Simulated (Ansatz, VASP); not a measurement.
## One calculation of NaCd, two programs

The input INCAR:

```
  PREC = Accurate
  ENCUT = 520
  EDIFF = 1E-6
  ISMEAR = 0
  SIGMA = 0.1
  LREAL = F
  LASPH = T
  NELM = 100
  ALGO = Normal
  ISIF = 2
  LWAVE = F
  LCHARG = F
  GGA = PE
  NBANDS = 16
```

KPOINTS

```
Automatic mesh
0
Gamma
  6 6 6
```

File POSCAR:

```
NaCd
1.0
    0.0000000000      2.8513975000      2.8513975000
    2.8513975000      0.0000000000      2.8513975000
    2.8513975000      2.8513975000      0.0000000000
Na Cd
1 1
Direct
    0.5000000000      0.5000000000      0.5000000000
    0.0000000000      0.0000000000      0.0000000000
```

Input for Ansatz:

```yaml
crystal:
  lattice:
    - [0.0, 2.8513975, 2.8513975]
    - [2.8513975, 0.0, 2.8513975]
    - [2.8513975, 2.8513975, 0.0]
  atoms:
    - { symbol: Na, position: [0.5, 0.5, 0.5] }
    - { symbol: Cd, position: [0.0, 0.0, 0.0] }
basis:
  ecutwfc: 420
kpoints:
  mp_grid: { grid: [6, 6, 6] }
hamiltonian:
  xc: pbe
scf:
  occupations: { method: gaussian, width: 0.1 }
  lower_state_search: "off"
output:
  forces: true
  stress: true
  eigenvalues: true
```

Alike in both runs: task single point; functional PBE; k mesh 6 × 6 × 6; occupations gaussian, width 0.1 eV; no spin polarisation.

|  | VASP | Ansatz |
| --- | --- | --- |
| version | VASP 6.6.1 | Ansatz 0.2.0 |
| potentials or method | VASP PAW PBE potentials, release 64 (Na_pv, Cd), cutoff 520 eV | scalar-relativistic, plane waves, PAW |
| valence electrons in the cell | 19 | 29 |

|  | VASP | Ansatz | Ansatz less VASP |
| --- | --- | --- | --- |
| gap on the k mesh at the Fermi level (eV) | none | none | - |
| pressure (GPa) | 8.3 | 8.2 | -0.06 |

A gap of «none» marks a metal or a gap that the smearing closes. The functional is the same, so the differences come from potentials, cutoffs and numerics. VASP's potentials hold 19 valence electrons a cell and Ansatz's 29, so a difference there can come from the potentials and not from the codes.
